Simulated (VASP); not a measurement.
# Li (Im-3m) in VASP: notebook

Li is run at these levels: LDA, PBEsol+D3(BJ), BLYP+D4, PBE; tasks: relaxation of cell and atoms, single point.

Everything below comes from runs of VASP 6.6.1. Logs are shortened: lines on timing, memory, paths and dates and some standing lists are left out, and cuts for length are marked.

### Step 1. The cell of the first run

The structure is cubic, space group Im-3m (No. 229). Conventional cell: a = 3.509 Å, b = 3.509 Å, c = 3.509 Å, α = 90.00°, β = 90.00°, γ = 90.00°. Within 4.0 Å of Li (site symmetry m-3m) lie 14 Li at 3.04 to 3.51 Å.

### Step 2. Relaxation of cell and atoms, LDA

INCAR reads:

```
PREC = Accurate
ENCUT = 600
EDIFF = 1E-6
ISMEAR = -1
SIGMA = 0.05
LREAL = False
LASPH = True
NELM = 80
ALGO = Normal
ISIF = 3
LWAVE = False
LCHARG = False
GGA = CA
IBRION = 2
NSW = 60
EDIFFG = -0.01
```

KPOINTS reads:

```
Automatic mesh
0
Gamma
  11 11 11
```

POSCAR reads:

```
Li
1.0
   -1.7546500000      1.7546500000      1.7546500000
    1.7546500000     -1.7546500000      1.7546500000
    1.7546500000      1.7546500000     -1.7546500000
Li
1
Direct
    0.0000000000      0.0000000000      0.0000000000
```

Potentials or basis: VASP PAW LDA potentials, release 64 (Li_sv).

Run with:

```bash
$ cat potpaw_LDA.64/Li_sv/POTCAR > POTCAR
$ mpirun -np 1 vasp_std > vasp.out
```

OUTCAR:

```text
PREC = Accurate
   ENCUT = 600
   EDIFF = 1E-6
   ISMEAR = -1
   LREAL = False
   LASPH = True
   NELM = 80
   ISIF = 3
   GGA = CA
   IBRION = 2
   NSW = 60
   EDIFFG = -0.01

 ion  position               nearest neighbor table
   1  0.000  0.000  0.000-

  LATTYP: Found a body centered cubic cell.
 ALAT       =     3.5093000000

  Lattice vectors:

 A1 = (  -1.7546500000,   1.7546500000,   1.7546500000)
 A2 = (   1.7546500000,  -1.7546500000,   1.7546500000)
 A3 = (   1.7546500000,   1.7546500000,  -1.7546500000)

Analysis of symmetry for initial positions (statically):
=====================================================================
 Subroutine PRICEL returns:
 Original cell was already a primitive cell.

 Routine SETGRP: Setting up the symmetry group for a
 body centered cubic supercell.

 Subroutine GETGRP returns: Found 48 space group operations
 (whereof 48 operations were pure point group operations)
 out of a pool of 48 trial point group operations.

The static configuration has the point symmetry O_h .

Analysis of symmetry for dynamics (positions and initial velocities):
=====================================================================
 Subroutine PRICEL returns:
 Original cell was already a primitive cell.

 Routine SETGRP: Setting up the symmetry group for a
 body centered cubic supercell.

 Subroutine GETGRP returns: Found 48 space group operations
 (whereof 48 operations were pure point group operations)
 out of a pool of 48 trial point group operations.

The dynamic configuration has the point symmetry O_h .

 Subroutine INISYM returns: Found 48 space group operations
 (whereof 48 operations are pure point group operations),
 and found     1 'primitive' translations

----------------------------------------------------------------------------------------

                                     Primitive cell

  volume of cell :      21.6088

  direct lattice vectors                    reciprocal lattice vectors
    -1.754650000  1.754650000  1.754650000     0.000000000  0.284957114  0.284957114
     1.754650000 -1.754650000  1.754650000     0.284957114  0.000000000  0.284957114
     1.754650000  1.754650000 -1.754650000     0.284957114  0.284957114  0.000000000

  length of vectors
     3.039142950  3.039142950  3.039142950     0.402990215  0.402990215  0.402990215

  position of ions in fractional coordinates (direct lattice)
     0.000000000  0.000000000  0.000000000

  ion indices of the primitive-cell ions
   primitive index   ion index
                 1           1

----------------------------------------------------------------------------------------

 KPOINTS: Automatic mesh

Automatic generation of k-mesh.
 Grid dimensions read from file:
 generate k-points for:   11   11   11

 Generating k-lattice:

  Cartesian coordinates                     Fractional coordinates (reciprocal lattice)
     0.000000000  0.025905192  0.025905192     0.090909091  0.000000000  0.000000000
     0.025905192  0.000000000  0.025905192     0.000000000  0.090909091  0.000000000
     0.025905192  0.025905192  0.000000000     0.000000000  0.000000000  0.090909091

  Length of vectors
     0.036635474  0.036635474  0.036635474

  Shift w.r.t. Gamma in fractional coordinates (k-lattice)
     0.000000000  0.000000000  0.000000000

 Subroutine IBZKPT returns following result:
 ===========================================

 Found     56 irreducible k-points:

 Following reciprocal coordinates:
            Coordinates               Weight
  0.000000  0.000000  0.000000      1.000000
  0.090909  0.000000  0.000000     12.000000
  0.181818  0.000000  0.000000     12.000000
  0.272727  0.000000  0.000000     12.000000
  0.363636  0.000000  0.000000     12.000000
  0.454545  0.000000  0.000000     12.000000
[... 16 lines left out ...]
  0.272727  0.181818  0.090909     48.000000
  0.363636  0.181818  0.090909     24.000000
 [... further k-points ...]
   k-points           NKPTS =     56   k-points in BZ     NKDIM =     56   number of bands    NBANDS=      5
   number of dos      NEDOS =    301   number of ions     NIONS =      1
   total plane-waves  NPLWV =  13824
   dimension x,y,z NGX =    24 NGY =   24 NGZ =   24
   dimension x,y,z NGXF=    48 NGYF=   48 NGZF=   48
   ions per type =               1
   NGX,Y,Z   is equivalent  to a cutoff of  13.13, 13.13, 13.13 a.u.
   NGXF,Y,Z  is equivalent  to a cutoff of  26.26, 26.26, 26.26 a.u.
 SYSTEM =  unknown system
   PREC   = accura    normal or accurate (medium, high low for compatibility)
   ISTART =      0    job   : 0-new  1-cont  2-samecut
   ICHARG =      2    charge: 1-file 2-atom 10-const
   ISPIN  =      1    spin polarized calculation?
   LNONCOLLINEAR =      F non collinear calculations
   LSORBIT =      F    spin-orbit coupling
   LASPH  =      T    aspherical Exc in radial PAW
   ENCUT  =  600.0 eV  44.10 Ry    6.64 a.u.   6.07  6.07  6.07*2*pi/ulx,y,z
   NELM   =     80;   NELMIN=  2; NELMDL= -5     # of ELM steps
   EDIFF  = 0.1E-05   stopping-criterion for ELM
   LREAL  =      F    real-space projection
   EDIFFG = -.1E-01   stopping-criterion for IOM
   NSW    =     60    number of steps for IOM
   IBRION =      2    ionic relax: 0-MD 1-quasi-New 2-CG
   NFREE  =      1    steps in history (QN), initial steepest desc. (CG)
   ISIF   =      3    stress and relaxation
   ISYM   =      2    0-nonsym 1-usesym 2-fastsym
   POTIM  = 0.5000    time-step for ionic-motion
   TEBEG  =    0.0;   TEEND  =   0.0 temperature during run
   PSTRESS=    0.0 pullay stress
   NELECT =       3.0000    total number of electrons
   NUPDOWN=      -1.0000    fix difference up-down
   EMIN   =  10.00;   EMAX   =-10.00  energy-range for DOS
   EFERMI =   0.00;   METHOD = LEGACY
   ISMEAR =    -1;   SIGMA  =   0.05  broadening in eV -4-tet -1-fermi 0-gaus
   EFERMI_NEDOS =   21; number of points for ismear=-14 and -15
   IALGO  =     38    algorithm
   IMIX   =      4    mixing-type and parameters
     AMIX     =   0.40;   BMIX     =  1.00
     AMIX_MAG =   1.60;   BMIX_MAG =  1.00
  volume/ion in A,a.u.               =      21.61       145.82
  Fermi-wavevector in a.u.,A,eV,Ry     =   0.847692  1.601906  9.776898  0.718582
  Thomas-Fermi vector in A             =   1.963238
   LORBIT       =      0    0 simple, 1 ext, 2 COOP (PROOUT), +10 PAW based schemes
   GGA     = CA    functional components
   LHFCALC =     F    Hartree Fock is set to
   AEXX    =    0.0000 exact exchange contribution
   IVDW    =     0    specifies the selected vdW correction
   LEPSILON=     F    determine dielectric tensor
   LRPA    =     F    only Hartree local field effects (RPA)
 conjugate gradient relaxation of ions
 non-spin polarized calculation
  energy-cutoff  :      600.00
  volume of cell :       21.61
 maximum number of plane-waves:       730
   NGX = 13   NGY = 13   NGZ = 13

--------------------------------------- Ionic step        1  -------------------------------------------

 number of electron       2.9999991 magnetization

 Free energy of the ion-electron system (eV)
  ---------------------------------------------------
  ext. energy  EPLUGINS =         0.00000000
  ---------------------------------------------------
  free energy    TOTEN  =        -2.03569072 eV

  energy without entropy =       -2.03188495  energy(sigma->0) =       -2.03378784

------------------------ aborting loop because EDIFF is reached ----------------------------------------

  FORCE on cell =-STRESS in cart. coord.  units (eV):
  Direction    XX          YY          ZZ          XY          YZ          ZX
  --------------------------------------------------------------------------------------
  -------------------------------------------------------------------------------------
  Total       -0.2274926     -0.2274926     -0.2274926      0.0000000     -0.0000000      0.0000000
  in kB      -16.8673295    -16.8673295    -16.8673295      0.0000000     -0.0000000      0.0000000
  external PRESSURE =     -16.8673295 kB  Pullay stress =       0.0000000 kB
[... 90 lines left out ...]
  energy  without entropy=       -2.0483564192  energy(sigma->0) =       -2.05028161

--------------------------------------- Ionic step        4  -------------------------------------------

 number of electron       3.0000005 magnetization

 Free energy of the ion-electron system (eV)
  ---------------------------------------------------
  ext. energy  EPLUGINS =         0.00000000
  ---------------------------------------------------
  free energy    TOTEN  =        -2.05272836 eV

  energy without entropy =       -2.04886832  energy(sigma->0) =       -2.05079834

 E-fermi :   0.8581     XC(G=0):  -7.3531

 val. band max:        0.8254732440   @ k =  -0.3636   0.4545   0.0909
 cond. band min:       1.0274422729   @ k =  -0.4545   0.4545   0.0909
 fundamental gap:      0.2019690289
 Fermi energy:         0.8581046803

 k-point     1 :       0.0000    0.0000    0.0000
  band No.  band energies     occupation
      1     -44.6502      2.00000
      2      -2.7584      2.00000
      3      16.0454      0.00000
      4      16.0454      0.00000
      5      16.0454      0.00000

 k-point     2 :       0.0909    0.0000    0.0000
  band No.  band energies     occupation
      1     -44.6480      2.00000
      2      -2.6016      2.00000
      3      14.9766      0.00000
      4      15.3069      0.00000
      5      15.7726      0.00000
[... 169 lines left out ...]
 k-point    24 :       0.3636    0.1818    0.0909
  band No.  band energies     occupation
      1     -44.6192      2.00000
      2       2.0885      0.00000
      3       4.3243      0.00000
      4       7.9542      0.00000
      5      10.7396      0.00000

 [... further k-points ...]

------------------------ aborting loop because EDIFF is reached ----------------------------------------

  FORCE on cell =-STRESS in cart. coord.  units (eV):
  Direction    XX          YY          ZZ          XY          YZ          ZX
  --------------------------------------------------------------------------------------
  -------------------------------------------------------------------------------------
  Total        0.0053789      0.0053789      0.0053789     -0.0000000     -0.0000000     -0.0000000
  in kB        0.4613660      0.4613660      0.4613660     -0.0000000     -0.0000000     -0.0000000
  external PRESSURE =       0.4613660 kB  Pullay stress =       0.0000000 kB
[... 16 lines left out ...]
  FREE ENERGIE OF THE ION-ELECTRON SYSTEM (eV)
  ---------------------------------------------------
  free  energy   TOTEN  =        -2.0527283593 eV

  energy  without entropy=       -2.0488683164  energy(sigma->0) =       -2.05079834

 reached required accuracy - stopping structural energy minimisation
```

It took 13 s on 1 thread of Intel Xeon 8259CL, shared host; peak memory 0.12 GiB.

What came out:

```yaml
Free_energy: -2.0527 eV
Relaxed_volume: 18.68 Å³/atom
Relaxed_cell: a = 2.895 Å, b = 2.895 Å, c = 2.895 Å, α = 109.47°, β = 109.47°, γ = 109.47°
Space_group_after_relaxing_to_0.05_Å: Im-3m (No. 229)
Energy_gained_by_relaxing: 17.0 meV/atom
Ionic_steps: 4
Pressure_after_relaxing: 0.0 GPa
```

Step by step:
| step | energy change (eV) | largest force (eV/Å) | pressure (GPa) | volume (Å³) |
| --- | --- | --- | --- | --- |
| 1 | 0.0000 | 0.0000 | -1.69 | 21.61 |
| 2 | -0.0068 | 0.0000 | -1.39 | 20.91 |
| 3 | -0.0165 | 0.0000 | -0.36 | 19.19 |
| 4 | -0.0170 | 0.0000 | 0.05 | 18.68 |

Final structure:
```
CELL_PARAMETERS angstrom
-1.67147 1.67147 1.67147
1.67147 -1.67147 1.67147
1.67147 1.67147 -1.67147
ATOMIC_POSITIONS crystal
Li 0.00000 0.00000 0.00000
```

Levels at points of the mesh, in eV from the Fermi level:
```csv
k point,band 1,band 2,band 3,band 4,band 5
"(0.00, 0.00, 0.00)",-45.51,-3.62,15.19,15.19,15.19
```

Caveat: the cutoff is under 1.25 times the usual one of these potentials, so pressure, stress and relaxed cells hold a basis-set (Pulay) error; the volume moved by -14 % from the deposited cell, more than functionals usually miss.

### Step 3. Single point, PBEsol+D3(BJ)

This run uses another cell than the first one, of 18.47 Å³/atom, 0.855 times its volume.

INCAR reads:

```
SYSTEM = Li
ALGO = Normal ; EDIFF = 1E-7
ENCUT = 520 ; GGA = PS
ISIF = 2 ; ISMEAR = -1
IVDW = 12 ; LASPH = .True.
LCHARG = .False. ; LREAL = .False.
LWAVE = .False. ; NBANDS = 8
NELM = 80 ; PREC = Accurate
SIGMA = 0.05
```

KPOINTS reads:

```
k-points
0
Gamma
  11 11 11
  0 0 0
```

POSCAR reads:

```
Li
1.0
   -1.6651864380      1.6651864380      1.6651864380
    1.6651864380     -1.6651864380      1.6651864380
    1.6651864380      1.6651864380     -1.6651864380
Li
1
Direct
    0.0000000000      0.0000000000      0.0000000000
```

Potentials or basis: VASP PAW PBE potentials, release 64 (Li_sv).

Run with:

```bash
$ cat potpaw_PBE.64/Li_sv/POTCAR > POTCAR
$ mpirun -np 1 vasp_std > vasp.out
```

It took 4.4 s on 1 thread of Intel Xeon 6975P-C (Granite Rapids), shared host; peak memory 0.14 GiB.

Results (log left out):

- Free energy: -2.1271 eV
- Dispersion energy per atom: -0.164 eV

Levels at points of the mesh, in eV from the Fermi level:
```csv
k point,band 1,band 2,band 3,band 4,band 5,band 6
"(0.00, 0.00, 0.00)",-45.78,-3.69,15.60,15.60,15.60,20.54
```

Caveat: the cutoff is under 1.25 times the usual one of these potentials, so pressure, stress and relaxed cells hold a basis-set (Pulay) error; the PAW data sets were made with another functional, which shifts forces and pressure a little; pairwise dispersion overbinds metals, which lowers pressure and volume.

(Continued in part 2 of 3.)
